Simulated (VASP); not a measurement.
# CdTe (CsCl type) (Pm-3m) in VASP: notebook, part 2 of 2

VASP 6.6.1. The steps go on from the part before.

### 5 Single point, PBE (volume scaled by 0.8)

INCAR reads:

```
  ALGO = Normal
  EDIFF = 1E-6
  ENCUT = 520
  GGA = PE
  ISIF = 2
  ISMEAR = -1
  LASPH = T
  LCHARG = F
  LREAL = F
  LWAVE = F
  NBANDS = 16
  NELM = 60
  PREC = Accurate
  SIGMA = 0.05
```

KPOINTS reads:

```
k-points
0
Gamma
  11 11 11
```

POSCAR reads:

```
CdTe
1.0
    3.5143276115      0.0000000000      0.0000000000
    0.0000000000      3.5143276115      0.0000000000
    0.0000000000      0.0000000000      3.5143276115
Cd Te
1 1
Direct
    0.0000000000      0.0000000000      0.0000000000
    0.5000000000      0.5000000000      0.5000000000
```

Potentials or basis: VASP PAW PBE potentials, release 64 (Cd, Te).

Started as:

```
$ cat potpaw_PBE.64/Cd/POTCAR potpaw_PBE.64/Te/POTCAR > POTCAR
$ mpirun -np 1 vasp_std > vasp.out
```

OUTCAR:

```text
EDIFF = 1E-6
   ENCUT = 520
   GGA = PE
   ISIF = 2
   ISMEAR = -1
   LASPH = T
   LREAL = F
   NELM = 60
   PREC = Accurate

 ion  position               nearest neighbor table
   1  0.000  0.000  0.000-   2 3.04   2 3.04   2 3.04   2 3.04   2 3.04   2 3.04   2 3.04   2 3.04

   2  0.500  0.500  0.500-   1 3.04   1 3.04   1 3.04   1 3.04   1 3.04   1 3.04   1 3.04   1 3.04

  LATTYP: Found a simple cubic cell.
 ALAT       =     3.5143276115

  Lattice vectors:

 A1 = (   3.5143276115,   0.0000000000,   0.0000000000)
 A2 = (   0.0000000000,   3.5143276115,   0.0000000000)
 A3 = (   0.0000000000,   0.0000000000,   3.5143276115)

Analysis of symmetry for initial positions (statically):
=====================================================================
 Subroutine PRICEL returns:
 Original cell was already a primitive cell.

 Routine SETGRP: Setting up the symmetry group for a
 simple cubic supercell.

[... 155 lines left out ...]

 number of electron      18.0000006 magnetization

 Free energy of the ion-electron system (eV)
  ---------------------------------------------------
  ext. energy  EPLUGINS =         0.00000000
  ---------------------------------------------------
  free energy    TOTEN  =        -3.24835903 eV

  energy without entropy =       -3.23801896  energy(sigma->0) =       -3.24318899

 E-fermi :   7.3759     XC(G=0): -11.1703

 val. band max:        7.3618891513   @ k =   0.4545   0.2727   0.0000
 cond. band min:       7.3770832274   @ k =   0.4545   0.0909   0.0909
 fundamental gap:      0.0151940761
 Fermi energy:         7.3758938830

 k-point     1 :       0.0000    0.0000    0.0000
  band No.  band energies     occupation
      1      -6.5086      2.00000
      2      -1.8758      2.00000
      3      -1.8758      2.00000
      4      -1.4018      2.00000
      5      -1.4018      2.00000
      6      -1.4018      2.00000
[... 433 lines left out ...]
      3      -1.7459      2.00000
      4      -1.5876      2.00000
      5      -1.5392      2.00000
      6      -1.4289      2.00000
[... 8 lines left out ...]
     15      17.1054      0.00000
     16      18.9452      0.00000

 [... further k-points ...]
[... 5 lines left out ...]
  --------------------------------------------------------------------------------------
  -------------------------------------------------------------------------------------
  Total        4.8663379      4.8663379      4.8663379      0.0000000     -0.0000000      0.0000000
  in kB      179.6329938    179.6329938    179.6329938      0.0000000     -0.0000000      0.0000000
  external PRESSURE =     179.6329938 kB  Pullay stress =       0.0000000 kB

 VOLUME and BASIS-vectors are now :
 -----------------------------------------------------------------------------
  energy-cutoff  :      520.00
  volume of cell :       43.40
      direct lattice vectors                 reciprocal lattice vectors
     3.514327612  0.000000000  0.000000000     0.284549453  0.000000000  0.000000000
     0.000000000  3.514327612  0.000000000     0.000000000  0.284549453  0.000000000
     0.000000000  0.000000000  3.514327612     0.000000000  0.000000000  0.284549453

 POSITION                                       TOTAL-FORCE (eV/Angst)
 -----------------------------------------------------------------------------------
      0.00000      0.00000      0.00000         0.000000      0.000000      0.000000
      1.75716      1.75716      1.75716         0.000000      0.000000      0.000000
 -----------------------------------------------------------------------------------
    total drift:                               -0.000000      0.000000     -0.000000

  FREE ENERGIE OF THE ION-ELECTRON SYSTEM (eV)
  ---------------------------------------------------
  free  energy   TOTEN  =        -3.2483590300 eV

  energy  without entropy=       -3.2380189555  energy(sigma->0) =       -3.24318899
```

OSZICAR:

```text
N       E                     dE             d eps       ncg     rms          rms(c)
DAV:   1     0.105088495431E+03    0.10509E+03   -0.89486E+03  1832   0.104E+03
DAV:   2    -0.265279442091E+00   -0.10535E+03   -0.99963E+02  2168   0.250E+02
DAV:   3    -0.339621960020E+01   -0.31309E+01   -0.31173E+01  2224   0.444E+01
DAV:   4    -0.341289883789E+01   -0.16679E-01   -0.16678E-01  2232   0.315E+00
DAV:   5    -0.341312363920E+01   -0.22480E-03   -0.22480E-03  2344   0.353E-01    0.101E+01
DAV:   6    -0.325591692114E+01    0.15721E+00   -0.25634E-01  2016   0.755E+00    0.696E+00
DAV:   7    -0.324922864149E+01    0.66883E-02   -0.58896E-02  2240   0.185E+00    0.180E+00
DAV:   8    -0.324842033322E+01    0.80831E-03   -0.63053E-03  2064   0.103E+00    0.214E-01
DAV:   9    -0.324834748118E+01    0.72852E-04   -0.69270E-04  2384   0.286E-01    0.326E-02
DAV:  10    -0.324835547037E+01   -0.79892E-05   -0.28482E-05  2144   0.610E-02    0.201E-02
DAV:  11    -0.324835927268E+01   -0.38023E-05   -0.43421E-06  2240   0.211E-02    0.758E-03
DAV:  12    -0.324835903003E+01    0.24266E-06   -0.18058E-07  1216   0.598E-03
   1 F= -.32483590E+01 E0= -.32431890E+01  d E =-.103401E-01
```

Wall time 24 s (1 thread of Intel Xeon Platinum 8259CL at 2.50GHz (Skylake/Cascade Lake), shared host); peak memory 0.18 GiB.

Results:

```
Free energy            : -3.2484 eV
Pressure               : 18.0 GPa
Band gap on the k mesh : zero (band 9 reaches 8.05 eV, above the bottom of band 10 at 5.91 eV)
```

Caveat: spin-orbit coupling is left out, which moves the levels of the heavy elements.

### 6 Overview

| cell | gap on the mesh (eV) | pressure (GPa) |
| --- | --- | --- |
| a = 3.262 Å, 2 atoms | none | 62.0 |
| a = 3.393 Å, 2 atoms | none | 33.9 |
| a = 3.514 Å, 2 atoms | none | 18.0 |

Alike in all rows: task single point; level PBE; potentials or basis VASP PAW PBE potentials, release 64 (Cd, Te); no spin polarisation; k mesh 11 × 11 × 11; cutoff (eV) 520; smearing fermi-dirac 0.05 eV.

Caveats: spin-orbit coupling is left out, which moves the levels of the heavy elements.

Absolute energies hang on the potentials; compare differences alone.
